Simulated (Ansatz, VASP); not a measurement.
# Hf in VASP and in Ansatz

POSCAR

```
Hf
1.0
    4.9724668492      0.0000000000      0.0000000000
   -2.4862334246      4.3062826109      0.0000000000
    0.0000000000      0.0000000000      3.0912415517
Hf
3
Direct
    0.0000000000      0.0000000000      0.0000000000
    0.3333333333      0.6666666667      0.5000000000
    0.6666666667      0.3333333333      0.5000000000
```

INCAR.step1

```
PREC     = Accurate       # precision mode
ENCUT    = 520            # plane-wave cutoff, eV
ISMEAR   = -1             # smearing method
SIGMA    = 0.1            # smearing width, eV
LREAL    = False          # projectors in reciprocal space
LASPH    = True           # aspherical terms in the spheres
NELM     = 80             # most SCF steps
NBANDS   = 22             # bands
GGA      = PE             # functional
ALGO     = Normal         # electronic algorithm
EDIFF    = 1E-4           # SCF threshold, eV
LWAVE    = True           # write WAVECAR
LCHARG   = False          # write CHGCAR
```

INCAR.step2

```
PREC     = Accurate       # precision mode
ENCUT    = 520            # plane-wave cutoff, eV
EDIFF    = 1E-7           # SCF threshold, eV
ISMEAR   = -1             # smearing method
SIGMA    = 0.1            # smearing width, eV
LREAL    = False          # projectors in reciprocal space
LASPH    = True           # aspherical terms in the spheres
NELM     = 80             # most SCF steps
ALGO     = Normal         # electronic algorithm
ISIF     = 2              # what is computed and relaxed
LWAVE    = False          # write WAVECAR
LCHARG   = False          # write CHGCAR
METAGGA  = R2SCAN         # meta-GGA
LMIXTAU  = True         
NBANDS   = 22             # bands
ISTART   = 1
```

KPOINTS

```
regular mesh
0
Gamma
  8 8 11
```

Input for Ansatz:

```yaml
crystal:
  lattice:
    - [4.9724668492, 0.0, 0.0]
    - [-2.4862334246, 4.3062826109, 0.0]
    - [0.0, 0.0, 3.0912415517]
  atoms:
    - { symbol: Hf, position: [0.0, 0.0, 0.0] }
    - { symbol: Hf, position: [0.3333333333, 0.6666666667, 0.5] }
    - { symbol: Hf, position: [0.6666666667, 0.3333333333, 0.5] }
hamiltonian:
  xc: r2scan
  pseudopotentials:
    kind: paw
    azcp:
      Hf: "pseudopotentials/Hf.paw.azcp"
basis:
  ecutwfc: 500
  fft_grid_basis: typed
kpoints:
  mp_grid: { grid: [8, 8, 11], shift: [0, 0, 0] }
magnetization:
  spin_polarized: false
scf:
  occupations: { method: fermi_dirac, width: 0.1 }
  lower_state_search: "off"
output:
  stress: true
  write_density: true
  write_potential: true
  elf: true
  volumetric_format: npy
```

Alike in both runs: task single point; functional r2SCAN; k mesh 8 × 8 × 11; occupations fermi-dirac, width 0.1 eV; no spin polarisation.

|  | VASP | Ansatz |
| --- | --- | --- |
| version | VASP 6.6.1 | Ansatz 0.2.0 |
| potentials or method | VASP PAW PBE potentials, release 64 (Hf_pv), cutoff 520 eV | plane waves (500 eV) with PAW, scalar-relativistic |
| valence electrons in the cell | 30 | 78 |

```tsv
	VASP	Ansatz	Ansatz less VASP
pressure (GPa)	-0.5	0.0	+0.56
traceless stress, the component that is largest in VASP (GPa)	0.05	0.06	+0.007
```

VASP's potentials were made for PBE, not for r2SCAN. VASP's potentials hold 30 valence electrons a cell and Ansatz's 78, so a difference there can come from the potentials and not from the codes.

Neither program's run includes spin-orbit coupling.
